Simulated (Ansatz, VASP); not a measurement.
**Two plane-wave programs on NaCl**

The input INCAR:

```
PREC = Accurate
ENCUT = 500
EDIFF = 1E-6
ISMEAR = -1
SIGMA = 0.025851999786435532
LREAL = F
LASPH = T
NELM = 200
ALGO = Normal
ISIF = 2
LWAVE = F
LCHARG = F
LDAU = T
LDAUTYPE = 2
LDAUL = -1 1
LDAUU = 0 1.4
LDAUJ = 0 0
LDAUPRINT = 1
GGA = PE
NBANDS = 14
GGA_COMPAT = F
```

KPOINTS

```
Automatic mesh
0
Gamma
  4 4 4
```

The input POSCAR:

```
NaCl
1.0
    3.5021900000      0.0000000000      0.0000000000
    0.0000000000      3.5021900000      0.0000000000
    0.0000000000      0.0000000000      3.5021900000
Na Cl
1 1
Direct
    0.0000000000      0.0000000000      0.0000000000
    0.5000000000      0.5000000000      0.5000000000
```

Input for Ansatz:

```yaml
crystal:
  lattice:
    - [3.50219, 0.0, 0.0]
    - [0.0, 3.50219, 0.0]
    - [0.0, 0.0, 3.50219]
  atoms:
    - { symbol: Na, position: [0.0, 0.0, 0.0] }
    - { symbol: Cl, position: [0.5, 0.5, 0.5] }
basis:
  ecutwfc: 420
kpoints:
  mp_grid: { grid: [4, 4, 4] }
hamiltonian:
  xc: pbe
  hubbard: { sites: [{ species: Cl, l: p, u_eff: 1.4 }] }
  dispersion: none
scf:
  occupations: { method: fermi_dirac, width: "300 K" }
output:
  forces: true
  stress: true
  eigenvalues: true
accuracy: high
```

Alike in both runs: task single point; functional PBE; k mesh 4 × 4 × 4; no spin polarisation; Hubbard terms Cl p U = 1.4 eV.

```csv
,VASP,Ansatz
version,VASP 6.6.1,Ansatz 0.2.0
potentials or method,"VASP PAW PBE potentials, release 64 (Na_pv, Cl), cutoff 500 eV","scalar-relativistic, plane waves, PAW"
occupations,"fermi-dirac, width 0.025852 eV",fermi-dirac
valence electrons in the cell,14,16
```

```tsv
	VASP	Ansatz	Ansatz less VASP
gap on the k mesh at the Fermi level (eV)	4.04	4.55	+0.504
least direct gap on the mesh (eV)	4.53	5.04	+0.512
pressure (GPa)	0.0	0.2	+0.16
```

The programs project onto different local orbitals, so the same U acts differently, and such runs can settle in different states. VASP's potentials hold 14 valence electrons a cell and Ansatz's 16, so a difference there can come from the potentials and not from the codes.

The k mesh is coarse, so the values compare programs but aren't converged.

A gap of «none» marks a metal or a gap under the smearing width.
